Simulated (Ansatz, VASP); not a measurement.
# KF: VASP beside Ansatz

```
CELL_PARAMETERS angstrom
0.00000 2.67185 2.67185
2.67185 0.00000 2.67185
2.67185 2.67185 0.00000
ATOMIC_POSITIONS crystal
K 0.00000 0.00000 0.00000
F 0.50000 0.50000 0.50000
```

Alike in both runs: task single point; functional PBE-based screened hybrid with a share of 0.25 of exact exchange and HFSCREEN = 0.2; k mesh 5 × 5 × 5; occupations fermi-dirac, width 0.05 eV; no spin polarisation.

```csv
,VASP,Ansatz
version,VASP 6.6.1,Ansatz 0.2.0
potentials or method,"VASP PAW PBE potentials, release 64 (K_sv, F)",Ansatz PAW
plane-wave cutoff (eV),520,420
valence electrons in the cell,16,16
```

Ansatz gave:

| Property | Result |
| --- | --- |
| gap on the k mesh at the Fermi level (eV) | 8.21 |
| least direct gap on the mesh (eV) | 8.21 |
| pressure (GPa) | 0.5 |

Problem. Estimate VASP's values.

Solution. gap on the k mesh at the Fermi level (eV): 8.19; least direct gap on the mesh (eV): 8.19; pressure (GPa): 0.6.

VASP's potentials were made for PBE, not for PBE-based screened hybrid.

Noted on Ansatz's run: odd divisions of the mesh miss points on the zone boundary, where band edges often lie, so the gap on the mesh can be too wide.
